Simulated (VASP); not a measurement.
Here is a VASP 6.6.1 calculation.

The input INCAR:

```
SYSTEM = LiAl32
  PREC = Accurate
  ENCUT = 520
  EDIFF = 1E-6
  ISMEAR = 0
  SIGMA = 0.15
  LREAL = Auto
  LASPH = .True.
  NELM = 80
  ALGO = Normal
  ISIF = 2
  LWAVE = .False.
  LCHARG = .True.
  GGA = PE
  IVDW = 12
  LELF = .True.
  LVHAR = .True.
  NBANDS = 72
```

KPOINTS

```
Automatic mesh
0
Gamma
  2 2 2
  0 0 0
```

POSCAR

```
LiAl32
1.0
    8.1000000000      0.0000000000      0.0000000000
    0.0000000000      8.1000000000      0.0000000000
    0.0000000000      0.0000000000      8.1000000000
Al Li
32 1
Direct
    0.5334109877     -0.0672564198     -0.0003791358
    0.7368703704      0.2371686420      0.0000788889
    0.7536869136     -0.0030865432      0.2542703704
    0.0037835802      0.0033503704      0.0001108642
    0.2478940741      0.3723030864     -0.0001890123
    0.5317175309      0.5259820988      0.0000172840
    0.7839624691      0.7508365432      0.0001232099
    0.2473813580     -0.0119764198      0.2710627160
    0.4912370370      0.2469803704      0.2447566667
    0.7485902469      0.4948328395      0.2582109877
    0.5085828395      0.0016374074      0.5001472840
    0.7523187654      0.2464948148      0.5001135802
    0.7537544444     -0.0029941975      0.7457625926
   -0.0367741975      0.4940323457      0.0000888889
    0.2408507407      0.7367851852      0.0001295062
    0.0030003704      0.2504209877      0.2478408642
    0.2478401235      0.5122414815      0.2814406173
    0.5056770370      0.7412539506      0.2707495062
   -0.0069661728      0.0000262963      0.5001224691
    0.2435676543      0.2477222222      0.5001488889
    0.5051813580      0.4865293827      0.4999985185
    0.7553444444      0.7453223457      0.4999869136
    0.2477362963     -0.0119932099      0.7295419753
    0.4910643210      0.2470353086      0.7556709877
    0.7486880247      0.4947977778      0.7418588889
   -0.0007733333      0.7469293827      0.2573550617
   -0.0084417284      0.4986032099      0.4999838272
    0.2480767901      0.7550865432      0.5000502469
    0.0029562963      0.2504276543      0.7523141975
    0.2477888889      0.5124167901      0.7184525926
    0.5057918519      0.7409732099      0.7290522222
   -0.0008081481      0.7469932099      0.7427690123
    0.3038170370      0.0978230864      0.0004323457
```

Potentials or basis: VASP PAW PBE potentials, release 64 (Al, Li_sv).

Command:

```sh
$ cat potpaw_PBE.64/Al/POTCAR potpaw_PBE.64/Li_sv/POTCAR > POTCAR
$ mpirun -np 1 vasp_std > vasp.out
```

Task: Predict the dispersion energy per atom.

Result: -0.340 eV.

Task: Estimate the band gap on the k mesh.

Result: Zero (an odd number of electrons rules out a gap without spin polarisation).

Task: What does it give for the largest force?

Result: 0.319 eV/Å.

Forces in eV/Å, atoms in the order of the input:
```
Al   0.050  0.193  0.001
Al   0.050  0.027  0.000
Al   0.010  0.008  0.014
Al  -0.078 -0.061  0.000
Al   0.080  0.073  0.003
Al   0.035  0.007  0.000
Al  -0.073 -0.028  0.000
Al  -0.010 -0.031  0.048
Al  -0.018 -0.029 -0.059
Al   0.008 -0.010 -0.005
Al   0.003 -0.003 -0.002
Al   0.006 -0.002 -0.002
Al   0.011  0.006 -0.013
Al   0.052  0.033 -0.001
Al   0.067  0.047 -0.001
Al   0.035 -0.007 -0.022
Al   0.010  0.007  0.004
Al   0.016  0.015 -0.047
Al  -0.007 -0.009  0.002
Al   0.018  0.003  0.000
Al   0.011  0.001  0.000
Al  -0.007 -0.009  0.000
Al  -0.014 -0.034 -0.053
Al  -0.016 -0.026  0.057
Al   0.009 -0.010  0.006
Al  -0.012 -0.016 -0.014
Al   0.002 -0.013  0.001
Al   0.013 -0.023  0.001
Al   0.037 -0.008  0.023
Al   0.010  0.005 -0.005
Al   0.016  0.017  0.048
Al  -0.011 -0.015  0.014
Li  -0.301 -0.106  0.003
```

Caveat: the k points lie up to 0.39 Å⁻¹ apart, too coarse for converged energies and pressures of a metal.
